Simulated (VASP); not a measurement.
## HfN: single point with PBEsol

The system is HfN.

```
Hf N
1.0
     3.13391    0.00000    0.00000
    -1.56695    2.71404    0.00000
     0.00000    0.00000    5.41677
Hf N
2 2
Direct
  0.33333 0.66667 0.25000
  0.66667 0.33333 0.75000
  0.00000 0.00000 0.50000
  0.00000 0.00000 0.00000
```

```json
{
  "Program": "VASP 6.6.1",
  "Task": "single point",
  "Functional": "PBEsol",
  "Potentials or basis": "VASP PAW PBE potentials, release 64 (Hf_pv, N)",
  "Cutoff": "520 eV",
  "k mesh": "8 × 8 × 4",
  "Occupations": "fermi-dirac, width 0.05 eV",
  "Spin": "non-collinear spin, zero start, spin-orbit coupling",
  "Starting moments": "[[0.0, 0.0, 0.0], [0.0, 0.0, 0.0], [0.0, 0.0, 0.0], [0.0, 0.0, 0.0]] μB"
}
```

```
Pressure                                              : -4.2 GPa
Net moment                                            : 0.00 μB per cell
Valence electrons inside the program's atomic spheres : Hf 8.71; N 3.73
```

Stress tensor (GPa, compression positive):
```
-4.15  0.00  0.00
 0.00 -4.15  0.00
 0.00  0.00 -4.27
```

Moments on the atoms (μB; x, y, z):
```
Hf  0.00 0.00 0.00
Hf  0.00 0.00 0.00
N   0.00 0.00 0.00
N   0.00 0.00 0.00
```

It used 270 s of CPU time on 1 thread of AMD EPYC 7R13 Processor (Zen 3), with other jobs on the host.

Caveat: the PAW data sets were made with another functional, which shifts forces and pressure a little.
